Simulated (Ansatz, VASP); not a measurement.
# BaZnPF in VASP and in Ansatz

The input INCAR:

```
SYSTEM = BaZnPF
  PREC = Accurate
  ENCUT = 520
  EDIFF = 1E-6
  ISMEAR = 0
  SIGMA = 0.01
  LREAL = .FALSE.
  LASPH = .TRUE.
  NELM = 80
  ALGO = Normal
  ISIF = 2
  LWAVE = .FALSE.
  LCHARG = .FALSE.
  GGA = PE
  NBANDS = 44
```

Contents of KPOINTS:

```
regular mesh
0
G
  6 6 2
  0 0 0
```

Contents of POSCAR:

```
BaZnPF
1.0
    4.1715032888      0.0000000000      0.0000000000
    0.0000000000      4.1715032888      0.0000000000
    0.0000000000      0.0000000000      9.5230708717
Ba Zn P F
2 2 2 2
Direct
    0.5000000000      0.0000000000      0.3309021137
    0.0000000000      0.5000000000      0.6690978863
    0.5000000000      0.5000000000      0.0000000000
    0.0000000000      0.0000000000      0.0000000000
    0.0000000000      0.5000000000      0.1484729584
    0.5000000000      0.0000000000      0.8515270416
    0.5000000000      0.5000000000      0.5000000000
    0.0000000000      0.0000000000      0.5000000000
```

Input for Ansatz:

```yaml
crystal:
  lattice:
    - [4.1715032888, 0.0, 0.0]
    - [0.0, 4.1715032888, 0.0]
    - [0.0, 0.0, 9.5230708717]
  atoms:
    - { symbol: Ba, position: [0.5, 0.0, 0.3309021137] }
    - { symbol: Ba, position: [0.0, 0.5, 0.6690978863] }
    - { symbol: Zn, position: [0.5, 0.5, 0.0] }
    - { symbol: Zn, position: [0.0, 0.0, 0.0] }
    - { symbol: P, position: [0.0, 0.5, 0.1484729584] }
    - { symbol: P, position: [0.5, 0.0, 0.8515270416] }
    - { symbol: F, position: [0.5, 0.5, 0.5] }
    - { symbol: F, position: [0.0, 0.0, 0.5] }
kpoints:
  mp_grid: { grid: [6, 6, 2] }
hamiltonian:
  xc: pbe
scf:
  occupations: { method: fixed }
  n_extra_bands: 6
output:
  forces: true
  stress: true
  eigenvalues: true
```

Alike in both runs: task single point; functional PBE; k mesh 6 × 6 × 2; no spin polarisation.

```csv
,VASP,Ansatz
version,VASP 6.6.1,Ansatz 0.2.0
potentials or method,"VASP PAW PBE potentials, release 64 (Ba_sv, Zn, P, F)","plane waves, PAW"
plane-wave cutoff (eV),520,420
occupations,"gaussian, width 0.01 eV",fixed
valence electrons in the cell,68,68
```

|  | VASP | Ansatz | Ansatz less VASP |
| --- | --- | --- | --- |
| gap on the k mesh at the Fermi level (eV) | 0.45 | 0.44 | -0.006 |
| pressure (GPa) | 0.8 | 0.0 | -0.76 |
| rms of the force components (eV/Å) | 0.040 | 0.000 | -0.0396 |

Atom by atom the forces differ by 0.040 eV/Å (rms over components).

Neither program's run includes spin-orbit coupling.
